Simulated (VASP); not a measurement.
Crystal: AsAu.

```
CELL_PARAMETERS angstrom
5.25007 0.00000 0.00000
0.00000 5.25007 0.00000
0.00000 0.00000 5.25007
ATOMIC_POSITIONS crystal
As 0.13400 0.13400 0.13400
As 0.36600 0.86600 0.63400
As 0.63400 0.36600 0.86600
As 0.86600 0.63400 0.36600
Au 0.84450 0.84450 0.84450
Au 0.65550 0.15550 0.34450
Au 0.34450 0.65550 0.15550
Au 0.15550 0.34450 0.65550
```

- Program: VASP 6.6.1
- Task: relaxation of cell and atoms
- Functional: PBE
- Potentials or basis: VASP PAW PBE potentials, release 64 (As_d, Au_sv_GW)
- Cutoff: 540 eV
- k mesh: 4 × 4 × 4
- Occupations: gaussian, width 0.1 eV
- Spin: no spin polarisation

At the start: pressure 9.1 GPa; volume 18.09 Å³/atom.

Where does the relaxation end?

Over 10 steps the energy falls by 44.2 meV/atom and the volume is 19.48 Å³/atom (+7.7 %); space group P2_13 (No. 198, to 0.1 Å) before and after.

The path:
```tsv
step	energy change (eV)	largest force (eV/Å)	pressure (GPa)	volume (Å³)
1	0.0000	0.3998	9.10	144.71
2	-0.0437	0.2429	-6.64	167.31
3	-0.3000	0.2935	-0.25	155.79
4	-0.3000	0.2954	-0.10	155.56
5	-0.3143	0.2575	-0.04	155.47
6	-0.3434	0.1256	0.21	155.20
7	-0.3367	0.1611	1.16	154.67
8	-0.3519	0.0199	0.53	154.98
9	-0.3470	0.0588	-1.18	157.67
10	-0.3535	0.0332	-0.04	155.86
```

Final structure:
```
CELL_PARAMETERS angstrom
5.38158 0.00000 0.00000
0.00000 5.38158 0.00000
0.00000 0.00000 5.38158
ATOMIC_POSITIONS crystal
As 0.13397 0.13397 0.13397
As 0.36603 0.86603 0.63397
As 0.63397 0.36603 0.86603
As 0.86603 0.63397 0.36603
Au 0.83405 0.83405 0.83405
Au 0.66595 0.16595 0.33405
Au 0.33405 0.66595 0.16595
Au 0.16595 0.33405 0.66595
```
